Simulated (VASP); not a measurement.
# C (P6_3/mmc) in VASP: a series of runs, part 2 of 2

VASP 6.6.1. Earlier steps stand in the parts before.

## 4. Single point, PBEsol+D3(BJ) (volume 8.607 Å^3 an atom, c/a of the conventional cell 3.0223)

Input file INCAR:

```
PREC = Accurate
ENCUT = 520
EDIFF = 1E-7
ISMEAR = 0
SIGMA = 0.15
LREAL = F
LASPH = T
NELM = 60
ALGO = Normal
ISIF = 2
LWAVE = F
LCHARG = F
GGA = PS
IVDW = 12
NBANDS = 16
```

Input file KPOINTS:

```
regular mesh
0
Gamma
  21 21 8
```

Input file POSCAR:

```
C
1.0
    2.3605845790      0.0000000000      0.0000000000
   -1.1802922895      2.0443262132      0.0000000000
    0.0000000000      0.0000000000      7.1343947733
C
4
Direct
    0.0000000000      0.0000000000      0.0025000000
    0.0000000000      0.0000000000      0.5025000000
    0.3333333333      0.6666666667      0.0025000000
    0.6666666667      0.3333333333      0.5025000000
```

Potentials or basis: VASP PAW PBE potentials, release 64 (C).

Launch:

```console
$ cat potpaw_PBE.64/C/POTCAR > POTCAR
$ mpirun -np 1 vasp_std > vasp.out
```

OUTCAR:

```text
PREC = Accurate
   ENCUT = 520
   EDIFF = 1E-7
   ISMEAR = 0
   LREAL = F
   LASPH = T
   NELM = 60
   ISIF = 2
   GGA = PS
   IVDW = 12
 IVDW          = 12

 ion  position               nearest neighbor table
   1  0.000  0.000  0.002-   3 1.36   3 1.36   3 1.36
   2  0.000  0.000  0.502-   4 1.36   4 1.36   4 1.36
   3  0.333  0.667  0.002-   1 1.36   1 1.36   1 1.36
   4  0.667  0.333  0.502-   2 1.36   2 1.36   2 1.36

  LATTYP: Found a hexagonal cell.
 ALAT       =     2.3605845790
 C/A-ratio  =     3.0223000001

  Lattice vectors:

 A1 = (   2.3605845790,   0.0000000000,   0.0000000000)
 A2 = (  -1.1802922895,   2.0443262132,   0.0000000000)
 A3 = (   0.0000000000,   0.0000000000,   7.1343947733)

Analysis of symmetry for initial positions (statically):
=====================================================================
 Subroutine PRICEL returns:
 Original cell was already a primitive cell.

 Routine SETGRP: Setting up the symmetry group for a
 hexagonal supercell.

 Subroutine GETGRP returns: Found 24 space group operations
 (whereof  6 operations were pure point group operations)
 out of a pool of 24 trial point group operations.

The static configuration has the point symmetry C_3v.
 The point group associated with its full space group is D_6h.

Analysis of symmetry for dynamics (positions and initial velocities):
=====================================================================
 Subroutine PRICEL returns:
 Original cell was already a primitive cell.

 Routine SETGRP: Setting up the symmetry group for a
 hexagonal supercell.

 Subroutine GETGRP returns: Found 24 space group operations
 (whereof  6 operations were pure point group operations)
 out of a pool of 24 trial point group operations.

[... 122 lines left out ...]
   IALGO  =     38    algorithm
   IMIX   =      4    mixing-type and parameters
     AMIX     =   0.40;   BMIX     =  1.00
     AMIX_MAG =   1.60;   BMIX_MAG =  1.00
  volume/ion in A,a.u.               =       8.61        58.08
  Fermi-wavevector in a.u.,A,eV,Ry     =   1.268058  2.396283 21.877782  1.607972
  Thomas-Fermi vector in A             =   2.401173
   LORBIT       =      0    0 simple, 1 ext, 2 COOP (PROOUT), +10 PAW based schemes
   GGA     = PS    functional components
   LHFCALC =     F    Hartree Fock is set to
   AEXX    =    0.0000 exact exchange contribution
   IVDW    =    12    specifies the selected vdW correction
   LEPSILON=     F    determine dielectric tensor
   LRPA    =     F    only Hartree local field effects (RPA)
 non-spin polarized calculation
 Gauss-broadening in eV      SIGMA  =   0.15
  energy-cutoff  :      520.00
  volume of cell :       34.43
 maximum number of plane-waves:       957
 NGX is ok and might be reduce to    18
   NGX =  9   NGY =  9   NGZ = 27

 number of electron      16.0000004 magnetization

 Free energy of the ion-electron system (eV)
  ---------------------------------------------------
  ext. energy  EPLUGINS =         0.00000000
  ---------------------------------------------------
  free energy    TOTEN  =       -38.06881845 eV

  energy without entropy =      -38.06789893  energy(sigma->0) =      -38.06835869

 E-fermi :   4.8546     XC(G=0): -10.3573

 val. band max:        4.8529657531   @ k =   0.3333   0.3333   0.5000
 cond. band min:       4.8545958510   @ k =   0.3333   0.3333   0.2500
 fundamental gap:      0.0016300979
 Fermi energy:         4.8545607360

 k-point     1 :       0.0000    0.0000    0.0000
  band No.  band energies     occupation
      1     -15.7676      2.00000
      2     -15.5912      2.00000
      3      -4.3632      2.00000
      4      -2.9852      2.00000
      5       1.9457      2.00000
      6       1.9457      2.00000
[... 433 lines left out ...]
      3      -2.4485      2.00000
      4      -2.4083      2.00000
      5      -2.3620      2.00000
      6      -1.0775      2.00000
[... 8 lines left out ...]
     15      18.5000      0.00000
     16      18.6353      0.00000

 [... further k-points ...]

------------------------ aborting loop because EDIFF is reached ----------------------------------------

 Edisp (eV)   -0.39420

 E8    (eV) :    -0.1915

  FORCE on cell =-STRESS in cart. coord.  units (eV):
  Direction    XX          YY          ZZ          XY          YZ          ZX
  --------------------------------------------------------------------------------------
  -------------------------------------------------------------------------------------
  Total      13.08751    13.08751    -0.41853    -0.00000     0.00000     0.00000
  in kB     609.03263   609.03263   -19.47641    -0.00000     0.00000     0.00000
  external pressure =      399.53 kB  Pullay stress =        0.00 kB

 VOLUME and BASIS-vectors are now :
 -----------------------------------------------------------------------------
  energy-cutoff  :      520.00
  volume of cell :       34.43
      direct lattice vectors                 reciprocal lattice vectors
     2.360584579  0.000000000  0.000000000     0.423623881  0.244579362  0.000000000
    -1.180292290  2.044326213  0.000000000     0.000000000  0.489158723  0.000000000
     0.000000000  0.000000000  7.134394773     0.000000000  0.000000000  0.140166059

 POSITION                                       TOTAL-FORCE (eV/Angst)
 -----------------------------------------------------------------------------------
      0.00000      0.00000      0.01784         0.000000      0.000000     -0.000000
      0.00000      0.00000      3.58503         0.000000      0.000000      0.000000
     -0.00000      1.36288      0.01784         0.000000     -0.000000     -0.000000
      1.18029      0.68144      3.58503        -0.000000      0.000000      0.000000
 -----------------------------------------------------------------------------------
    total drift:                                0.000000      0.000000     -0.000010

  FREE ENERGIE OF THE ION-ELECTRON SYSTEM (eV)
  ---------------------------------------------------
  free  energy   TOTEN  =       -38.4630137655 eV

  energy  without entropy=      -38.4620942456  energy(sigma->0) =      -38.46255401
```

It took 54 s on 1 thread of Intel Xeon 6975P-C (Granite Rapids), shared host; peak memory 0.22 GiB.

What came out:

* Free energy: -38.4630 eV
* Pressure: 40.0 GPa
* Band gap on the k mesh: zero (band 8 reaches 4.86 eV, above the bottom of band 9 at 4.85 eV)
* Dispersion energy per atom: -0.099 eV

Caveat: the PAW data sets were made with another functional, which shifts forces and pressure a little.

## 5. Single point, PBEsol+D3(BJ) (volume 7.919 Å^3 an atom, c/a of the conventional cell 2.8444)

Input file INCAR:

```
ALGO = Normal
EDIFF = 1E-6
ENCUT = 520
GGA = PS
ISIF = 2
ISMEAR = 0
IVDW = 12
LASPH = T
LCHARG = F
LREAL = F
LWAVE = F
NBANDS = 16
NELM = 80
PREC = Accurate
SIGMA = 0.15
```

Input file KPOINTS:

```
k-points
0
Gamma
  21 21 8
```

Input file POSCAR:

```
C
1.0
    2.3428060896      0.0000000000      0.0000000000
   -1.1714030448      2.0289295897      0.0000000000
    0.0000000000      0.0000000000      6.6638776413
C
4
Direct
    0.0000000000      0.0000000000      0.0025000000
    0.0000000000      0.0000000000      0.5025000000
    0.3333333333      0.6666666667      0.0025000000
    0.6666666667      0.3333333333      0.5025000000
```

Launch:

```console
$ cat potpaw_PBE.64/C/POTCAR > POTCAR
$ mpirun -np 1 vasp_std > vasp.out
```

Wall time 63 s (1 thread of AMD EPYC 9R45 (Zen 5), shared host); peak memory 0.19 GiB.

It converged, with:

* Free energy: -38.2645 eV
* Pressure: 52.3 GPa
* Band gap on the k mesh: zero (band 8 reaches 5.61 eV, above the bottom of band 9 at 5.58 eV)
* Dispersion energy per atom: -0.104 eV

Stress tensor (GPa, compression positive):
```
78.87  0.00  0.00
 0.00 78.87  0.00
 0.00  0.00 -0.73
```

Levels at points of the mesh, in eV from the Fermi level:
```tsv
k point	band 6	band 7	band 8	band 9	band 10	band 11
(0.00, 0.00, 0.00)	-2.87	-2.86	-2.86	3.49	9.37	9.37
(0.00, 0.00, 0.50)	-2.86	-2.86	-2.86	6.18	6.18	9.39
```

Caveat: the PAW data sets were made with another functional, which shifts forces and pressure a little; pairwise dispersion overbinds metals, which lowers pressure and volume.

## 6. Single point, PBEsol+D3(BJ) (volume 7.919 Å^3 an atom, c/a of the conventional cell 3.2113)

Input file INCAR:

```
  PREC = Accurate
  ENCUT = 520
  EDIFF = 1E-6
  ISMEAR = 0
  SIGMA = 0.15
  LREAL = False
  LASPH = True
  NELM = 80
  ALGO = Normal
  ISIF = 2
  LWAVE = False
  LCHARG = True
  GGA = PS
  IVDW = 12
  LELF = True
  LVHAR = True
  NBANDS = 16
```

Input file KPOINTS:

```
Automatic mesh
0
Gamma
  21 21 8
```

Input file POSCAR:

```
C
1.0
    2.2499503838      0.0000000000      0.0000000000
   -1.1249751919      1.9485141896      0.0000000000
    0.0000000000      0.0000000000      7.2252656675
C
4
Direct
    0.0000000000      0.0000000000      0.0025000000
    0.0000000000      0.0000000000      0.5025000000
    0.3333333333      0.6666666667      0.0025000000
    0.6666666667      0.3333333333      0.5025000000
```

Potentials or basis: VASP PAW PBE potentials, release 64 (C).

Launch:

```console
$ cat potpaw_PBE.64/C/POTCAR > POTCAR
$ mpirun -np 1 vasp_std > vasp.out
```

Run time: 71 s. Hardware: 1 thread of AMD EPYC 9R45 (Zen 5), shared host; peak memory 0.18 GiB.

Results (log left out):

| Property | Result |
| --- | --- |
| Free energy | -36.4133 eV |
| Pressure | 100.1 GPa |
| Band gap on the k mesh | zero (band 8 reaches 5.66 eV, above the bottom of band 9 at 5.66 eV) |
| Dispersion energy per atom | -0.094 eV |

Stress tensor (GPa, compression positive):
```
151.36   0.00   0.00
  0.00 151.36   0.00
  0.00   0.00  -2.36
```

Levels at points of the mesh, in eV from the Fermi level:
| k point | band 5 | band 6 | band 7 | band 8 | band 9 | band 10 | band 11 | band 12 |
| --- | --- | --- | --- | --- | --- | --- | --- | --- |
| (0.00, 0.00, 0.00) | -2.76 | -2.76 | -2.75 | -2.75 | 2.47 | 7.67 | 10.28 | 10.28 |
| (0.00, 0.00, 0.50) | -2.76 | -2.76 | -2.76 | -2.76 | 4.53 | 4.53 | 10.29 | 10.29 |

Caveat: the PAW data sets were made with another functional, which shifts forces and pressure a little; pairwise dispersion overbinds metals, which lowers pressure and volume.

## 7. Summary

| cell | gap on the mesh (eV) | pressure (GPa) |
| --- | --- | --- |
| a = 2.313, b = 2.313, c = 7.429 Å, angles 90.0, 90.0, 120.0°, 4 atoms | none | 60.9 |
| a = 2.559, b = 2.559, c = 6.069 Å, angles 90.0, 90.0, 120.0°, 4 atoms | none | -30.4 |
| a = 2.361, b = 2.361, c = 7.134 Å, angles 90.0, 90.0, 120.0°, 4 atoms | none | 40.0 |
| a = 2.343, b = 2.343, c = 6.664 Å, angles 90.0, 90.0, 120.0°, 4 atoms | none | 52.3 |
| a = 2.250, b = 2.250, c = 7.225 Å, angles 90.0, 90.0, 120.0°, 4 atoms | none | 100.1 |

Alike in all rows: task single point; level PBEsol+D3(BJ); potentials or basis VASP PAW PBE potentials, release 64 (C); no spin polarisation; k mesh 21 × 21 × 8; cutoff (eV) 520; smearing gaussian 0.15 eV.

Caveats: the PAW data sets were made with another functional, which shifts forces and pressure a little; pairwise dispersion overbinds metals, which lowers pressure and volume (some runs).

Absolute energies hang on the potentials; compare differences alone.
